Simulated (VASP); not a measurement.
# P (Fm-3m) in VASP: notebook

P is run at these levels: PBE; tasks: relaxation of cell and atoms, single point.

Program: VASP 6.6.1. These are calculated values, not measurements. Logs are shortened: lines on timing, memory, paths and dates and some standing lists are left out, and cuts for length are marked.

### Step 1. The cell of the first run

The structure is cubic, space group Fm-3m (No. 225). The conventional cell has a = 2.891 Å, b = 2.891 Å, c = 2.891 Å, α = 90.00°, β = 90.00°, γ = 90.00°. Within 2.7 Å of P (site symmetry m-3m) lie 12 P at 2.04 Å.

### Step 2. Relaxation of cell and atoms, PBE, target pressure 450 GPa, at which the enthalpy is minimised

Contents of INCAR:

```
PREC = Accurate
ENCUT = 600
EDIFF = 1E-7
ISMEAR = -1
SIGMA = 0.08
LREAL = False
LASPH = True
NELM = 80
ALGO = Normal
ISIF = 3
LWAVE = False
LCHARG = False
GGA = PE
IBRION = 2
NSW = 32
EDIFFG = -0.005
PSTRESS = 4500.0
```

Contents of KPOINTS:

```
regular mesh
0
Gamma
  22 22 22
```

Contents of POSCAR:

```
P
1.0
    0.0000000000      1.4455212194      1.4455212194
    1.4455212194      0.0000000000      1.4455212194
    1.4455212194      1.4455212194      0.0000000000
P
1
Direct
    0.0000000000      0.0000000000      0.0000000000
```

Potentials or basis: VASP PAW PBE potentials, release 64 (P).

The run is started by

```bash
$ cat potpaw_PBE.64/P/POTCAR > POTCAR
$ mpirun -np 1 vasp_std > vasp.out
```

OUTCAR:

```text
PREC = Accurate
   ENCUT = 600
   EDIFF = 1E-7
   ISMEAR = -1
   LREAL = False
   LASPH = True
   NELM = 80
   ISIF = 3
   GGA = PE
   IBRION = 2
   NSW = 32
   EDIFFG = -0.005
   PSTRESS = 4500.0

 ion  position               nearest neighbor table
   1  0.000  0.000  0.000-

  LATTYP: Found a face centered cubic cell.
 ALAT       =     2.8910424388

  Lattice vectors:

 A1 = (   0.0000000000,   1.4455212194,   1.4455212194)
 A2 = (   1.4455212194,   0.0000000000,   1.4455212194)
 A3 = (   1.4455212194,   1.4455212194,   0.0000000000)

Analysis of symmetry for initial positions (statically):
=====================================================================
 Subroutine PRICEL returns:
 Original cell was already a primitive cell.

 Routine SETGRP: Setting up the symmetry group for a
 face centered cubic supercell.

 Subroutine GETGRP returns: Found 48 space group operations
 (whereof 48 operations were pure point group operations)
 out of a pool of 48 trial point group operations.

The static configuration has the point symmetry O_h .

Analysis of symmetry for dynamics (positions and initial velocities):
=====================================================================
 Subroutine PRICEL returns:
 Original cell was already a primitive cell.

 Routine SETGRP: Setting up the symmetry group for a
 face centered cubic supercell.

 Subroutine GETGRP returns: Found 48 space group operations
 (whereof 48 operations were pure point group operations)
 out of a pool of 48 trial point group operations.

The dynamic configuration has the point symmetry O_h .

 Subroutine INISYM returns: Found 48 space group operations
 (whereof 48 operations are pure point group operations),
 and found     1 'primitive' translations

----------------------------------------------------------------------------------------

                                     Primitive cell

  volume of cell :       6.0409

  direct lattice vectors                    reciprocal lattice vectors
     0.000000000  1.445521219  1.445521219    -0.345895995  0.345895995  0.345895995
     1.445521219  0.000000000  1.445521219     0.345895995 -0.345895995  0.345895995
     1.445521219  1.445521219  0.000000000     0.345895995  0.345895995 -0.345895995

  length of vectors
     2.044275713  2.044275713  2.044275713     0.599109437  0.599109437  0.599109437

  position of ions in fractional coordinates (direct lattice)
     0.000000000  0.000000000  0.000000000

  ion indices of the primitive-cell ions
   primitive index   ion index
                 1           1

----------------------------------------------------------------------------------------

 KPOINTS: regular mesh

Automatic generation of k-mesh.
 Grid dimensions read from file:
 generate k-points for:   22   22   22

 Generating k-lattice:

  Cartesian coordinates                     Fractional coordinates (reciprocal lattice)
    -0.015722545  0.015722545  0.015722545     0.045454545  0.000000000  0.000000000
     0.015722545 -0.015722545  0.015722545     0.000000000  0.045454545  0.000000000
     0.015722545  0.015722545 -0.015722545     0.000000000  0.000000000  0.045454545

  Length of vectors
     0.027232247  0.027232247  0.027232247

  Shift w.r.t. Gamma in fractional coordinates (k-lattice)
     0.000000000  0.000000000  0.000000000

 Subroutine IBZKPT returns following result:
 ===========================================

 Found    328 irreducible k-points:

 Following reciprocal coordinates:
            Coordinates               Weight
  0.000000  0.000000  0.000000      1.000000
  0.045455  0.000000  0.000000      8.000000
  0.090909  0.000000  0.000000      8.000000
  0.136364  0.000000  0.000000      8.000000
  0.181818  0.000000  0.000000      8.000000
  0.227273  0.000000  0.000000      8.000000
[... 16 lines left out ...]
  0.500000  0.045455  0.000000     24.000000
 -0.454545  0.045455  0.000000     24.000000
 [... further k-points ...]
   k-points           NKPTS =    328   k-points in BZ     NKDIM =    328   number of bands    NBANDS=      6
   number of dos      NEDOS =    301   number of ions     NIONS =      1
   total plane-waves  NPLWV =   4096
   dimension x,y,z NGX =    16 NGY =   16 NGZ =   16
   dimension x,y,z NGXF=    32 NGYF=   32 NGZF=   32
   ions per type =               1
   NGX,Y,Z   is equivalent  to a cutoff of  13.01, 13.01, 13.01 a.u.
   NGXF,Y,Z  is equivalent  to a cutoff of  26.02, 26.02, 26.02 a.u.
 SYSTEM =  unknown system
   PREC   = accura    normal or accurate (medium, high low for compatibility)
   ISTART =      0    job   : 0-new  1-cont  2-samecut
   ICHARG =      2    charge: 1-file 2-atom 10-const
   ISPIN  =      1    spin polarized calculation?
   LNONCOLLINEAR =      F non collinear calculations
   LSORBIT =      F    spin-orbit coupling
   LASPH  =      T    aspherical Exc in radial PAW
   ENCUT  =  600.0 eV  44.10 Ry    6.64 a.u.   4.08  4.08  4.08*2*pi/ulx,y,z
   NELM   =     80;   NELMIN=  2; NELMDL= -5     # of ELM steps
   EDIFF  = 0.1E-06   stopping-criterion for ELM
   LREAL  =      F    real-space projection
   EDIFFG = -.5E-02   stopping-criterion for IOM
   NSW    =     32    number of steps for IOM
   IBRION =      2    ionic relax: 0-MD 1-quasi-New 2-CG
   NFREE  =      1    steps in history (QN), initial steepest desc. (CG)
   ISIF   =      3    stress and relaxation
   ISYM   =      2    0-nonsym 1-usesym 2-fastsym
   POTIM  = 0.5000    time-step for ionic-motion
   TEBEG  =    0.0;   TEEND  =   0.0 temperature during run
   PSTRESS= 4500.0 pullay stress
   NELECT =       5.0000    total number of electrons
   NUPDOWN=      -1.0000    fix difference up-down
   EMIN   =  10.00;   EMAX   =-10.00  energy-range for DOS
   EFERMI =   0.00;   METHOD = LEGACY
   ISMEAR =    -1;   SIGMA  =   0.08  broadening in eV -4-tet -1-fermi 0-gaus
   EFERMI_NEDOS =   21; number of points for ismear=-14 and -15
   IALGO  =     38    algorithm
   IMIX   =      4    mixing-type and parameters
     AMIX     =   0.40;   BMIX     =  1.00
     AMIX_MAG =   1.60;   BMIX_MAG =  1.00
  volume/ion in A,a.u.               =       6.04        40.77
  Fermi-wavevector in a.u.,A,eV,Ry     =   1.537082  2.904664 32.145410  2.362621
  Thomas-Fermi vector in A             =   2.643641
   LORBIT       =      0    0 simple, 1 ext, 2 COOP (PROOUT), +10 PAW based schemes
   GGA     = PE    functional components
   LHFCALC =     F    Hartree Fock is set to
   AEXX    =    0.0000 exact exchange contribution
   IVDW    =     0    specifies the selected vdW correction
   LEPSILON=     F    determine dielectric tensor
   LRPA    =     F    only Hartree local field effects (RPA)
 conjugate gradient relaxation of ions
 non-spin polarized calculation
  energy-cutoff  :      600.00
  volume of cell :        6.04
 maximum number of plane-waves:       210
   NGX =  9   NGY =  9   NGZ =  9

--------------------------------------- Ionic step        1  -------------------------------------------

 number of electron       4.9999999 magnetization

 Free energy of the ion-electron system (eV)
  ---------------------------------------------------
  ext. energy  EPLUGINS =         0.00000000
  ---------------------------------------------------
  free energy    TOTEN  =         1.11230569 eV

  energy without entropy =        1.11651920  energy(sigma->0) =        1.11441244

------------------------ aborting loop because EDIFF is reached ----------------------------------------

  FORCE on cell =-STRESS in cart. coord.  units (eV):
  Direction    XX          YY          ZZ          XY          YZ          ZX
  --------------------------------------------------------------------------------------
  -------------------------------------------------------------------------------------
  Total       16.6564255     16.6564255     16.6564255      0.0000000     -0.0000000     -0.0000000
  in kB     4417.6263377   4417.6263377   4417.6263377      0.0000000     -0.0000000     -0.0000000
  external PRESSURE =     -82.3736623 kB  Pullay stress =    4500.0000000 kB
[... 96 lines left out ...]
  enthalpy is  TOTEN    =        18.0784041115 eV   P V=       16.8702355110

--------------------------------------- Ionic step        4  -------------------------------------------

 number of electron       4.9999999 magnetization

 Free energy of the ion-electron system (eV)
  ---------------------------------------------------
  ext. energy  EPLUGINS =         0.00000000
  ---------------------------------------------------
  free energy    TOTEN  =         1.21015611 eV

  energy without entropy =        1.21451517  energy(sigma->0) =        1.21233564

 E-fermi :  27.8793     XC(G=0): -15.6807

 val. band max:       27.8350190314   @ k =   0.3636   0.3182   0.0455
 cond. band min:      27.9057961112   @ k =  -0.4091   0.4091   0.0909
 fundamental gap:      0.0707770798
 Fermi energy:        27.8792519187

 k-point     1 :       0.0000    0.0000    0.0000
  band No.  band energies     occupation
      1      -1.4728      2.00000
      2      41.3561      0.00000
      3      41.3561      0.00000
      4      41.3561      0.00000
      5      47.2868      0.00000
      6      47.2868      0.00000

 k-point     2 :       0.0455    0.0000    0.0000
  band No.  band energies     occupation
      1      -1.3676      2.00000
      2      39.7636      0.00000
      3      41.1837      0.00000
      4      41.1837      0.00000
      5      47.6330      0.00000
      6      47.6330      0.00000
[... 190 lines left out ...]
 k-point    24 :      -0.4545    0.0455    0.0000
  band No.  band energies     occupation
      1       9.3075      2.00000
      2      12.7257      2.00000
      3      37.3892      0.00000
      4      38.8988      0.00000
      5      42.3246      0.00000
      6      42.4242      0.00000

 [... further k-points ...]
[... 5 lines left out ...]
  --------------------------------------------------------------------------------------
  -------------------------------------------------------------------------------------
  Total       16.8678706     16.8678706     16.8678706     -0.0000000     -0.0000000     -0.0000000
  in kB     4499.8994521   4499.8994521   4499.8994521     -0.0000000     -0.0000000     -0.0000000
  external PRESSURE =      -0.1005479 kB  Pullay stress =    4500.0000000 kB
[... 16 lines left out ...]
  FREE ENERGIE OF THE ION-ELECTRON SYSTEM (eV)
  ---------------------------------------------------
  free  energy   TOTEN  =         1.2101561102 eV

  energy  without entropy=        1.2145151738  energy(sigma->0) =        1.21233564

  enthalpy is  TOTEN    =        18.0784036611 eV   P V=       16.8682475509

 reached required accuracy - stopping structural energy minimisation
```

It took 12 s on 1 thread of AMD EPYC 9R45 (Zen 5), shared host; peak memory 0.09 GiB.

What came out:

* Free energy: 1.2102 eV
* Relaxed volume: 6.01 Å³/atom
* Relaxed cell: a = 2.040 Å, b = 2.040 Å, c = 2.040 Å, α = 60.00°, β = 60.00°, γ = 60.00°
* Space group after relaxing (to 0.05 Å): Fm-3m (No. 225)
* Energy change on relaxing (the enthalpy is what falls): +97.9 meV/atom
* Ionic steps: 4
* Pressure after relaxing: 450.0 GPa

Step by step:
| step | energy change (eV) | largest force (eV/Å) | pressure (GPa) | volume (Å³) |
| --- | --- | --- | --- | --- |
| 1 | 0.0000 | 0.0000 | 441.76 | 6.04 |
| 2 | 0.7918 | 0.0000 | 508.30 | 5.77 |
| 3 | 0.0959 | 0.0000 | 449.83 | 6.01 |
| 4 | 0.0979 | 0.0000 | 449.99 | 6.01 |

Final structure:
```yaml
crystal:
  lattice:
    - [0.00000, 1.44271, 1.44271]
    - [1.44271, 0.00000, 1.44271]
    - [1.44271, 1.44271, 0.00000]
  atoms:
    - { symbol: P, position: [0.00000, 0.00000, 0.00000] }
```

Caveat: the cell is relaxed towards a set pressure, so the enthalpy falls and the energy may rise.

### Step 3. Single point, PBE (volume scaled by 0.416, to set the pressure)

Contents of INCAR:

```
PREC     = Accurate       # precision mode
ENCUT    = 520            # plane-wave cutoff, eV
EDIFF    = 1E-6           # SCF threshold, eV
ISMEAR   = -1             # smearing method
SIGMA    = 0.08           # smearing width, eV
LREAL    = F              # projectors in reciprocal space
LASPH    = T              # aspherical terms in the spheres
NELM     = 100            # most SCF steps
ALGO     = Normal         # electronic algorithm
ISIF     = 2              # what is computed and relaxed
LWAVE    = F              # write WAVECAR
LCHARG   = F              # write CHGCAR
GGA      = PE             # functional
NBANDS   = 8              # bands
```

Contents of KPOINTS:

```
Automatic mesh
0
Gamma
  22 22 22
```

Contents of POSCAR:

```
P
1.0
    0.0000000000      1.4455212191      1.4455212191
    1.4455212191      0.0000000000      1.4455212191
    1.4455212191      1.4455212191      0.0000000000
P
1
Direct
    0.0000000000      0.0000000000      0.0000000000
```

Potentials or basis: VASP PAW PBE potentials, release 64 (P).

The run is started by

```bash
$ cat potpaw_PBE.64/P/POTCAR > POTCAR
$ mpirun -np 1 vasp_std > vasp.out
```

Wall time 7.3 s (1 thread of AMD EPYC 9R45 (Zen 5), shared host); peak memory 0.09 GiB.

It converged, with:

```yaml
Free_energy: 1.1142 eV
Pressure: 441.8 GPa
```

Levels at points of the mesh, in eV from the Fermi level:
```tsv
k point	band 1	band 2	band 3	band 4	band 5	band 6
(0.00, 0.00, 0.00)	-29.24	13.46	13.46	13.46	19.29	19.29
(0.50, 0.00, 0.00)	-17.81	-16.03	11.43	11.43	13.80	13.80
(0.50, 0.50, 0.00)	-14.57	-11.12	-0.45	2.15	2.15	11.53
```

Caveat: the cell differs from its parent crystal (volume scaled by 0.416, to set the pressure).

(Continued in part 2 of 2.)
